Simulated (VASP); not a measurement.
A run of VASP 6.6.1 is set up as follows.

File INCAR:

```
SYSTEM = Sn3Se
PREC = Accurate
ENCUT = 520
EDIFF = 1E-6
ISMEAR = -1
SIGMA = 0.05
LREAL = .False.
LASPH = .True.
NELM = 60
ALGO = Normal
ISIF = 2
LWAVE = .False.
LCHARG = .False.
GGA = PS
NBANDS = 32
```

Contents of KPOINTS:

```
Automatic mesh
0
Gamma
  6 6 6
  0 0 0
```

POSCAR

```
Sn3Se
1.0
    0.0000000000      3.7331380000      3.7331380000
    3.7331380000      0.0000000000      3.7331380000
    3.7331380000      3.7331380000      0.0000000000
Sn Se
3 1
Direct
    0.5000000000      0.5000000000      0.5000000000
    0.7500000000      0.7500000000      0.7500000000
    0.2500000000      0.2500000000      0.2500000000
    0.0000000000      0.0000000000      0.0000000000
```

Potentials or basis: VASP PAW PBE potentials, release 64 (Sn_d, Se).

Run with:

```sh
$ cat potpaw_PBE.64/Sn_d/POTCAR potpaw_PBE.64/Se/POTCAR > POTCAR
$ mpirun -np 1 vasp_std > vasp.out
```

Question: What does it give for the pressure?

Answer: -3.2 GPa.

Question: What does it give for the band gap on the k mesh?

Answer: Zero (band 24 reaches 7.70 eV, above the bottom of band 25 at 5.75 eV).

Caveat: the PAW data sets were made with another functional, which shifts forces and pressure a little; spin-orbit coupling is left out, which moves the levels of the heavy elements.
